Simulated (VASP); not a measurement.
# Al (P6_3/mmc) in VASP: single point with PBE

Aim: the single point of Al with PBE.

All numbers are computed with VASP 6.6.1; they aren't measurements. Logs are shortened: lines on timing, memory, paths and dates and some standing lists are left out, and cuts for length are marked.

## Step 1: The cell of the first run

The structure is hexagonal, space group P6_3/mmc (No. 194). The conventional cell has a = 2.812 Å, b = 2.812 Å, c = 4.867 Å, α = 90.00°, β = 90.00°, γ = 120.00°. Al (site symmetry -6m2) has 12 Al at 2.81 to 2.93 Å within 3.7 Å.

## Step 2: Single point, PBE

INCAR

```
SYSTEM = Al
  PREC = Accurate
  ENCUT = 520
  EDIFF = 1E-6
  ISMEAR = 1
  SIGMA = 0.15
  LREAL = .False.
  LASPH = .True.
  NELM = 80
  ALGO = Normal
  ISIF = 2
  LWAVE = .False.
  LCHARG = .True.
  GGA = PE
  LELF = .True.
  LVHAR = .True.
  NBANDS = 10
```

KPOINTS

```
Automatic mesh
0
Gamma
  10 10 5
  0 0 0
```

POSCAR

```
Al
1.0
    2.8124550000      0.0000000000      0.0000000000
   -1.4062275000      2.4356574770      0.0000000000
    0.0000000000      0.0000000000      4.8668500000
Al
2
Direct
    0.6666666667      0.3333333333      0.7500000000
    0.3333333333      0.6666666667      0.2500000000
```

Potentials or basis: VASP PAW PBE potentials, release 64 (Al).

The run is started by

```console
$ cat potpaw_PBE.64/Al/POTCAR > POTCAR
$ mpirun -np 1 vasp_std > vasp.out
```

OUTCAR:

```text
SYSTEM = Al
   PREC = Accurate
   ENCUT = 520
   EDIFF = 1E-6
   ISMEAR = 1
   LREAL = .False.
   LASPH = .True.
   NELM = 80
   ISIF = 2
   GGA = PE

 ion  position               nearest neighbor table
   1  0.667  0.333  0.750-   2 2.93   2 2.93   2 2.93   2 2.93   2 2.93   2 2.93
   2  0.333  0.667  0.250-   1 2.93   1 2.93   1 2.93   1 2.93   1 2.93   1 2.93

  LATTYP: Found a hexagonal cell.
 ALAT       =     2.8124550000
 C/A-ratio  =     1.7304632430

  Lattice vectors:

 A1 = (   2.8124550000,   0.0000000000,   0.0000000000)
 A2 = (  -1.4062275000,   2.4356574770,   0.0000000000)
 A3 = (   0.0000000000,   0.0000000000,   4.8668500000)

Analysis of symmetry for initial positions (statically):
=====================================================================
 Subroutine PRICEL returns:
 Original cell was already a primitive cell.

 Routine SETGRP: Setting up the symmetry group for a
 hexagonal supercell.

 Subroutine GETGRP returns: Found 24 space group operations
 (whereof 12 operations were pure point group operations)
 out of a pool of 24 trial point group operations.

The static configuration has the point symmetry D_3d.
 The point group associated with its full space group is D_6h.

Analysis of symmetry for dynamics (positions and initial velocities):
=====================================================================
 Subroutine PRICEL returns:
 Original cell was already a primitive cell.

 Routine SETGRP: Setting up the symmetry group for a
 hexagonal supercell.

 Subroutine GETGRP returns: Found 24 space group operations
 (whereof 12 operations were pure point group operations)
 out of a pool of 24 trial point group operations.

The dynamic configuration has the point symmetry D_3d.
 The point group associated with its full space group is D_6h.

 Subroutine INISYM returns: Found 24 space group operations
 (whereof 12 operations are pure point group operations),
 and found     1 'primitive' translations

----------------------------------------------------------------------------------------

                                     Primitive cell

  volume of cell :      33.3388

  direct lattice vectors                    reciprocal lattice vectors
     2.812455000  0.000000000  0.000000000     0.355561245  0.205283380  0.000000000
    -1.406227500  2.435657477  0.000000000     0.000000000  0.410566760  0.000000000
     0.000000000  0.000000000  4.866850000     0.000000000  0.000000000  0.205471712

  length of vectors
     2.812455000  2.812455000  4.866850000     0.410566760  0.410566760  0.205471712

  position of ions in fractional coordinates (direct lattice)
     0.666666667  0.333333333  0.750000000
     0.333333333  0.666666667  0.250000000

  ion indices of the primitive-cell ions
   primitive index   ion index
                 1           1
                 2           2

----------------------------------------------------------------------------------------

 KPOINTS: Automatic mesh

Automatic generation of k-mesh.
 Grid dimensions read from file:
 generate k-points for:   10   10    5

 Generating k-lattice:

  Cartesian coordinates                     Fractional coordinates (reciprocal lattice)
     0.035556124  0.020528338  0.000000000     0.100000000  0.000000000  0.000000000
     0.000000000  0.041056676  0.000000000     0.000000000  0.100000000  0.000000000
     0.000000000  0.000000000  0.041094342     0.000000000  0.000000000  0.200000000

  Length of vectors
     0.041056676  0.041056676  0.041094342

  Shift w.r.t. Gamma in fractional coordinates (k-lattice)
     0.000000000  0.000000000  0.000000000

 Subroutine IBZKPT returns following result:
 ===========================================

 Found     42 irreducible k-points:

 Following reciprocal coordinates:
            Coordinates               Weight
  0.000000  0.000000  0.000000      1.000000
  0.100000  0.000000  0.000000      6.000000
  0.200000  0.000000  0.000000      6.000000
  0.300000  0.000000  0.000000      6.000000
  0.400000  0.000000  0.000000      6.000000
  0.500000 -0.000000  0.000000      3.000000
[... 16 lines left out ...]
  0.300000  0.100000  0.200000     24.000000
  0.400000  0.100000  0.200000     24.000000
 [... further k-points ...]
   k-points           NKPTS =     42   k-points in BZ     NKDIM =     42   number of bands    NBANDS=     10
   number of dos      NEDOS =    301   number of ions     NIONS =      2
   total plane-waves  NPLWV =  20736
   dimension x,y,z NGX =    24 NGY =   24 NGZ =   36
   dimension x,y,z NGXF=    48 NGYF=   48 NGZF=   72
   ions per type =               2
   NGX,Y,Z   is equivalent  to a cutoff of  14.19, 14.19, 12.30 a.u.
   NGXF,Y,Z  is equivalent  to a cutoff of  28.37, 28.37, 24.59 a.u.
 SYSTEM =  Al
   PREC   = accura    normal or accurate (medium, high low for compatibility)
   ISTART =      0    job   : 0-new  1-cont  2-samecut
   ICHARG =      2    charge: 1-file 2-atom 10-const
   ISPIN  =      1    spin polarized calculation?
   LNONCOLLINEAR =      F non collinear calculations
   LSORBIT =      F    spin-orbit coupling
   LASPH  =      T    aspherical Exc in radial PAW
   ENCUT  =  520.0 eV  38.22 Ry    6.18 a.u.   5.23  5.23  9.05*2*pi/ulx,y,z
   NELM   =     80;   NELMIN=  2; NELMDL= -5     # of ELM steps
   EDIFF  = 0.1E-05   stopping-criterion for ELM
   LREAL  =      F    real-space projection
   EDIFFG = 0.1E-04   stopping-criterion for IOM
   NSW    =      0    number of steps for IOM
   IBRION =     -1    ionic relax: 0-MD 1-quasi-New 2-CG
   NFREE  =      0    steps in history (QN), initial steepest desc. (CG)
   ISIF   =      2    stress and relaxation
   ISYM   =      2    0-nonsym 1-usesym 2-fastsym
   POTIM  = 0.5000    time-step for ionic-motion
   TEBEG  =    0.0;   TEEND  =   0.0 temperature during run
   PSTRESS=    0.0 pullay stress
   NELECT =       6.0000    total number of electrons
   NUPDOWN=      -1.0000    fix difference up-down
   EMIN   =  10.00;   EMAX   =-10.00  energy-range for DOS
   EFERMI =   0.00;   METHOD = LEGACY
   ISMEAR =     1;   SIGMA  =   0.15  broadening in eV -4-tet -1-fermi 0-gaus
   EFERMI_NEDOS =   21; number of points for ismear=-14 and -15
   IALGO  =     38    algorithm
   IMIX   =      4    mixing-type and parameters
     AMIX     =   0.40;   BMIX     =  1.00
     AMIX_MAG =   1.60;   BMIX_MAG =  1.00
  volume/ion in A,a.u.               =      16.67       112.49
  Fermi-wavevector in a.u.,A,eV,Ry     =   0.924291  1.746656 11.623642  0.854314
  Thomas-Fermi vector in A             =   2.050021
   LORBIT       =      0    0 simple, 1 ext, 2 COOP (PROOUT), +10 PAW based schemes
   GGA     = PE    functional components
   LHFCALC =     F    Hartree Fock is set to
   AEXX    =    0.0000 exact exchange contribution
   IVDW    =     0    specifies the selected vdW correction
   LEPSILON=     F    determine dielectric tensor
   LRPA    =     F    only Hartree local field effects (RPA)
 non-spin polarized calculation
 Methfessel and Paxton  Order N= 1 SIGMA  =   0.15
  energy-cutoff  :      520.00
  volume of cell :       33.34
 maximum number of plane-waves:       910
 NGX is ok and might be reduce to    24
   NGX = 11   NGY = 11   NGZ = 19

 number of electron       6.0000000 magnetization

 Free energy of the ion-electron system (eV)
  ---------------------------------------------------
  ext. energy  EPLUGINS =         0.00000000
  ---------------------------------------------------
  free energy    TOTEN  =        -7.43492015 eV

  energy without entropy =       -7.43640488  energy(sigma->0) =       -7.43541506

 E-fermi :   7.9560     XC(G=0): -10.1594

 val. band max:        7.9140313350   @ k =   0.4000   0.1000   0.0000
 cond. band min:       8.0585750069   @ k =   0.3000   0.3000   0.4000
 fundamental gap:      0.1445436719
 Fermi energy:         7.9559529647

 k-point     1 :       0.0000    0.0000    0.0000
  band No.  band energies     occupation
      1      -3.1753      2.00000
      2       2.8258      2.00000
      3       3.0641      2.00000
      4      19.0471      0.00000
      5      19.3259      0.00000
      6      19.3259      0.00000
      7      19.5522      0.00000
      8      19.5522      0.00000
      9      20.2723      0.00000
     10      22.6063      0.00000

 k-point     2 :       0.1000    0.0000    0.0000
  band No.  band energies     occupation
      1      -2.9260      2.00000
      2       3.0701      2.00000
      3       3.2971      2.00000
      4      15.8967      0.00000
      5      17.5236      0.00000
      6      18.5302      0.00000
      7      19.9116      0.00000
      8      20.3623      0.00000
      9      21.5768      0.00000
     10      21.6804      0.00000

 k-point     3 :       0.2000    0.0000    0.0000
  band No.  band energies     occupation
      1      -2.1807      2.00000
      2       3.7945      2.00000
      3       3.9961      2.00000
      4      12.1467      0.00000
      5      16.0397      0.00000
      6      16.7820      0.00000
      7      17.9385      0.00000
      8      18.0377      0.00000
      9      20.8975      0.00000
     10      21.0841      0.00000

 k-point     4 :       0.3000    0.0000    0.0000
  band No.  band energies     occupation
      1      -0.9476      2.00000
      2       4.9561      2.00000
      3       5.1602      2.00000
      4       8.7427     -0.00000
      5      14.0527      0.00000
      6      14.5364      0.00000
      7      14.9822      0.00000
      8      16.6786      0.00000
      9      19.9668      0.00000
     10      20.7304      0.00000
[... 222 lines left out ...]
 k-point    22 :       0.2000    0.1000    0.2000
  band No.  band energies     occupation
      1      -1.1928      2.00000
      2       2.4548      2.00000
      3       7.1633      2.00000
      4      10.7802     -0.00000
      5      12.9144      0.00000
      6      14.3355      0.00000
      7      16.3660      0.00000
      8      17.4317      0.00000
      9      18.8867      0.00000
     10      20.4325      0.00000

 k-point    23 :       0.3000    0.1000    0.2000
  band No.  band energies     occupation
      1       0.2747      2.00000
      2       3.8686      2.00000
      3       7.3802      2.00000
      4       8.6877     -0.00000
      5      10.8897     -0.00000
      6      12.3575      0.00000
      7      15.1599      0.00000
      8      16.0733      0.00000
      9      18.4312      0.00000
     10      19.6628      0.00000

 k-point    24 :       0.4000    0.1000    0.2000
  band No.  band energies     occupation
      1       2.2028      2.00000
      2       4.5017      2.00000
      3       5.9131      2.00000
      4       8.1173     -0.06262
      5      10.4211     -0.00000
      6      11.7763      0.00000
      7      13.0067      0.00000
      8      15.3202      0.00000
      9      18.5732      0.00000
     10      19.4425      0.00000

 [... further k-points ...]
[... 5 lines left out ...]
  --------------------------------------------------------------------------------------
  -------------------------------------------------------------------------------------
  Total        0.0293732      0.0293732      0.0264806      0.0000000      0.0000000      0.0000000
  in kB        1.4116014      1.4116014      1.2725915      0.0000000      0.0000000      0.0000000
  external PRESSURE =       1.3652647 kB  Pullay stress =       0.0000000 kB

 VOLUME and BASIS-vectors are now :
 -----------------------------------------------------------------------------
  energy-cutoff  :      520.00
  volume of cell :       33.34
      direct lattice vectors                 reciprocal lattice vectors
     2.812455000  0.000000000  0.000000000     0.355561245  0.205283380  0.000000000
    -1.406227500  2.435657477  0.000000000     0.000000000  0.410566760  0.000000000
     0.000000000  0.000000000  4.866850000     0.000000000  0.000000000  0.205471712

 POSITION                                       TOTAL-FORCE (eV/Angst)
 -----------------------------------------------------------------------------------
      1.40623      0.81189      3.65014        -0.000000      0.000000      0.000000
     -0.00000      1.62377      1.21671         0.000000     -0.000000      0.000000
 -----------------------------------------------------------------------------------
    total drift:                                0.000000     -0.000000      0.000000

  FREE ENERGIE OF THE ION-ELECTRON SYSTEM (eV)
  ---------------------------------------------------
  free  energy   TOTEN  =        -7.4349201467 eV

  energy  without entropy=       -7.4364048847  energy(sigma->0) =       -7.43541506
```

It took 17 s on 1 thread of Intel Xeon 8259CL, shared host; peak memory 0.15 GiB.

Results:

```yaml
Free_energy: -7.4349 eV
Pressure: 0.1 GPa
Band_gap_on_the_k_mesh: zero (band 3 reaches 10.07 eV, above the bottom of band 4 at 5.22 eV)
```

Levels at points of the mesh, in eV from the Fermi level:
```tsv
k point	band 1	band 2	band 3	band 4	band 5	band 6	band 7	band 8
(0.00, 0.00, 0.00)	-11.13	-5.13	-4.89	11.09	11.37	11.37	11.60	11.60
(0.50, 0.00, 0.00)	-5.09	-4.99	0.54	0.55	1.27	1.39	6.18	7.73
```
